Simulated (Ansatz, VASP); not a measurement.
## SnO2: VASP beside Ansatz

POSCAR

```
SnO2
1.0
    0.0000000000      2.5334669716      2.5334669716
    2.5334669716      0.0000000000      2.5334669716
    2.5334669716      2.5334669716      0.0000000000
Sn O
1 2
Direct
    0.0000000000      0.0000000000      0.0000000000
    0.2500000000      0.2500000000      0.2500000000
    0.7500000000      0.7500000000      0.7500000000
```

The input INCAR.step1:

```
ALGO = Normal
EDIFF = 1E-5
ENCUT = 520
GGA = PE
GGA_COMPAT = F
ISIF = 2
ISMEAR = 0
LASPH = T
LCHARG = F
LREAL = F
LWAVE = T
NBANDS = 20
NELM = 120
PREC = Accurate
SIGMA = 0.01
```

File INCAR.step2:

```
ALGO = Normal
EDIFF = 1E-6
ENCUT = 520
GGA = PE
GGA_COMPAT = F
HFSCREEN = 0.2079
ISIF = 2
ISMEAR = 0
ISTART = 1
LASPH = T
LCHARG = F
LHFCALC = T
LREAL = F
LWAVE = F
NBANDS = 20
NELM = 120
PREC = Accurate
PRECFOCK = Normal
SIGMA = 0.01
```

KPOINTS

```
k-points
0
Gamma
  6 6 6
```

Input for Ansatz:

```yaml
crystal:
  lattice:
    - [0.0, 2.5334669716, 2.5334669716]
    - [2.5334669716, 0.0, 2.5334669716]
    - [2.5334669716, 2.5334669716, 0.0]
  atoms:
    - { symbol: Sn, position: [0.0, 0.0, 0.0] }
    - { symbol: O, position: [0.25, 0.25, 0.25] }
    - { symbol: O, position: [0.75, 0.75, 0.75] }
kpoints:
  mp_grid: { grid: [6, 6, 6] }
  band_path:
    path:
      - [0.0, 0.0, 0.0]
      - [0.5, 0.0, 0.5]
      - [0.625, 0.25, 0.625]
      - [0.375, 0.375, 0.75]
      - [0.5, 0.5, 0.5]
      - [0.5, 0.25, 0.75]
      - [0.25, -0.5, -0.25]
    npoints: 1
hamiltonian:
  xc: hse06
scf:
  occupations: { method: fixed }
  n_extra_bands: 4
output:
  forces: true
  stress: true
  eigenvalues: true
```

Alike in both runs: task single point; functional HSE06; k mesh 6 × 6 × 6; no spin polarisation.

|  | VASP | Ansatz |
| --- | --- | --- |
| version | VASP 6.6.1 | Ansatz 0.2.0 |
| potentials or method | VASP PAW PBE potentials, release 64 (Sn_d, O) | plane waves, PAW |
| plane-wave cutoff (eV) | 520 | 420 |
| occupations | gaussian, width 0.01 eV | fixed |
| valence electrons in the cell | 26 | 26 |

VASP gave:

```
gap on the k mesh at the Fermi level (eV) : 1.69
pressure (GPa)                            : -1.8
```

Problem. Estimate Ansatz's values.

Solution. gap on the k mesh at the Fermi level (eV): 1.71; pressure (GPa): -2.7.

Ansatz's warnings: stress exchange threshold loose, stress scf threshold loose.
